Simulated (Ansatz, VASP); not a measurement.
CaS: VASP beside Ansatz

```xyz
2
Lattice="0.0000 2.8239 2.8239 2.8239 0.0000 2.8239 2.8239 2.8239 0.0000" Properties=species:S:1:pos:R:3 pbc="T T T"
Ca    0.0000    0.0000    0.0000
S     2.8239    2.8239    2.8239
```

Alike in both runs: task single point; functional RPBE; k mesh 5 × 5 × 5; no spin polarisation.

```csv
,VASP,Ansatz
version,VASP 6.6.1,Ansatz 0.2.0
potentials or method,"VASP PAW PBE potentials, release 64 (Ca_sv, S), cutoff 500 eV","plane waves, PAW"
occupations,"gaussian, width 0.01 eV",fixed
valence electrons in the cell,16,16
```

```csv
,VASP,Ansatz,Ansatz less VASP
pressure (GPa),4.6,4.4,-0.15
```

VASP's potentials were made for PBE, not for RPBE.
